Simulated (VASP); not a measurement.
Input of a VASP 6.6.1 run:

File INCAR:

```
SYSTEM = TaSi2
ALGO = Normal
EDIFF = 1E-6
ENCUT = 400
GGA = PE
GGA_COMPAT = .FALSE.
ISIF = 2
ISMEAR = -1
ISYM = -1
LASPH = .TRUE.
LCHARG = .FALSE.
LREAL = Auto
LWAVE = .FALSE.
NBANDS = 94
NELM = 120
PREC = Accurate
SIGMA = 0.05
```

KPOINTS

```
explicit points
1
Reciprocal
  0.25000000   0.25000000   0.25000000 1
```

The input POSCAR:

```
TaSi2
1.0
    7.2389490000     -0.0789630000     -0.1139910000
   -0.0789630000      7.5148510000      0.0255970000
   -0.1139910000      0.0255970000      7.3977730000
Si Ta
16 8
Direct
    0.4863312263      0.7396584860      0.4542664859
    0.5874641880      0.7796706600      0.9826579432
    0.3354302233      0.9674081456      0.6126696886
   -0.0201093135      0.9615357830      0.5565874065
    0.7260007660      0.3314907451      0.8756745286
    0.7555395002      0.8211042325      0.2949448298
    0.1082189656      0.9117185462      0.1791329267
    0.1894694790      0.2183335063      0.3645079584
    0.1574521773      0.6551205053      0.5559210875
    0.5867653902      0.4095778440      0.1656555303
    0.4823548306      0.0368350574      0.2815258379
    0.1662877247      0.7730800078      0.8545730959
    0.3753032189      0.4810326317      0.8475413070
    0.6900371150      0.1338948326      0.6088089909
    0.1134985100      0.2800059111      0.0471337114
    0.8740673996      0.5170846169      0.3892305160
    0.8357294262      0.1769642033      0.2792156343
    0.7590983746      0.6579224270      0.6713941537
    0.4854749373      0.3894661883      0.5202243442
    0.0281544016      0.3144675564      0.6624731419
    0.4237986885      0.0783848260      0.9368335335
    0.9022333128      0.6019916319      0.0522573885
    0.8891871969      0.0012642796      0.9018250460
    0.2830599346      0.6042312756      0.1615523722
```

Potentials or basis: VASP PAW PBE potentials, release 64 (Si, Ta_pv).

The run is started by

```bash
$ cat potpaw_PBE.64/Si/POTCAR potpaw_PBE.64/Ta_pv/POTCAR > POTCAR
$ mpirun -np 1 vasp_std > vasp.out
```

Question: Estimate the largest force.

Answer: 1.211 eV/Å.

Question: Predict the pressure.

Answer: -8.6 GPa.

Stress tensor (GPa, compression positive):
```
-10.34  -2.17   0.27
 -2.17  -9.06   0.86
  0.27   0.86  -6.40
```

Caveat: the atoms stand as in a frame of molecular dynamics.
